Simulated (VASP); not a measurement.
Write the native input for VASP 6.6.1 that does the following.

```yaml
Task: single point
Functional: LDA
Potentials_or_basis: VASP PAW LDA potentials, release 64 (Zn, Cd, Te)
Cutoff: 520 eV
k_mesh: 4 × 4 × 4
Occupations: gaussian, width 0.02 eV
Spin: no spin polarisation
Dipole_correction: no
Further_INCAR_settings: ALGO = Normal; EDIFF = 1e-07; NBANDS = 46
```

The structure of Zn3CdTe4 lies in POSCAR:

```
Zn3CdTe4
1.0
    6.2875654000      0.0000000000      0.0000000000
    0.0000000000      6.2875654000      0.0000000000
    0.0000000000      0.0000000000      6.2875654000
Zn Cd Te
3 1 4
Direct
    0.5000000000      0.0000000000      0.0000000000
    0.0000000000      0.0000000000      0.5000000000
    0.0000000000      0.5000000000      0.0000000000
    0.5000000000      0.5000000000      0.5000000000
    0.7593390000      0.2406610000      0.7593390000
    0.7593390000      0.7593390000      0.2406610000
    0.2406610000      0.2406610000      0.2406610000
    0.2406610000      0.7593390000      0.7593390000
```

These files were run (other wordings do the same):

INCAR

```
SYSTEM = Zn3CdTe4
  PREC = Accurate
  ENCUT = 520
  EDIFF = 1E-7
  ISMEAR = 0
  SIGMA = 0.02
  LREAL = .FALSE.
  LASPH = .TRUE.
  NELM = 80
  ALGO = Normal
  ISIF = 2
  LWAVE = .FALSE.
  LCHARG = .TRUE.
  GGA = CA
  LELF = .TRUE.
  LVHAR = .TRUE.
  NBANDS = 46
```

KPOINTS

```
Automatic mesh
0
G
  4 4 4
  0 0 0
```

Potentials or basis: VASP PAW LDA potentials, release 64 (Zn, Cd, Te).

Command:

```console
$ cat potpaw_LDA.64/Zn/POTCAR potpaw_LDA.64/Cd/POTCAR potpaw_LDA.64/Te/POTCAR > POTCAR
$ mpirun -np 1 vasp_std > vasp.out
```

Results of the run:

- Pressure: -3.7 GPa
- Largest force: 0.015 eV/Å
- Band gap on the k mesh: 0.69 eV

Caveat: the cell stands under tension; spin-orbit coupling is left out, which moves the levels of the heavy elements.

It took 57 s on 1 thread of Intel(R) Xeon(R) 6975P-C (Granite Rapids), on a shared host, peak memory 0.31 GiB.
